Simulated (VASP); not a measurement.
Set up this calculation in VASP 6.6.1, as the native input.

```
Task                   : single point
Functional             : LDA
Potentials or basis    : VASP PAW LDA potentials, release 64 (Pb_d)
Cutoff                 : 520 eV
k mesh                 : 9 × 9 × 5
Occupations            : fermi-dirac, width 0.05 eV
Spin                   : no spin polarisation
Dipole correction      : no
Further INCAR settings : ALGO = Fast; EDIFF = 1e-06; NBANDS = 21
```

The structure of Pb lies in POSCAR:

```
Pb
1.0
    3.0587306239     -1.7619118207      0.0000000000
    3.0587306239      1.7619118207      0.0000000000
   -2.1294727321      0.0000000000      6.1355917714
Pb
2
Direct
    0.9085084100      0.9085084100      0.7262922000
    0.0914915900      0.0914915900      0.2737078000
```

One way to write it, as run:

INCAR

```
SYSTEM = Pb
PREC = Accurate ; ENCUT = 520
EDIFF = 1E-6 ; ISMEAR = -1
SIGMA = 0.05 ; LREAL = .FALSE.
LASPH = .TRUE. ; NELM = 80
ALGO = Fast ; ISIF = 2
LWAVE = .FALSE. ; LCHARG = .TRUE.
GGA = CA ; LELF = .TRUE.
LVHAR = .TRUE. ; NBANDS = 21
```

KPOINTS

```
regular mesh
0
G
  9 9 5
  0 0 0
```

Potentials or basis: VASP PAW LDA potentials, release 64 (Pb_d).

Launch:

```bash
$ cat potpaw_LDA.64/Pb_d/POTCAR > POTCAR
$ mpirun -np 1 vasp_std > vasp.out
```

Results of the run:

The pressure is -3.8 GPa, the largest force is 0.203 eV/Å and the band gap on the k mesh is zero (band 14 reaches 12.07 eV, above the bottom of band 15 at 4.67 eV).

Caveat: spin-orbit coupling is left out, which moves the levels of the heavy elements.

Wall time 56 s on 1 thread of Intel(R) Xeon(R) 6975P-C (Granite Rapids), with other jobs on the host, peak memory 0.25 GiB.
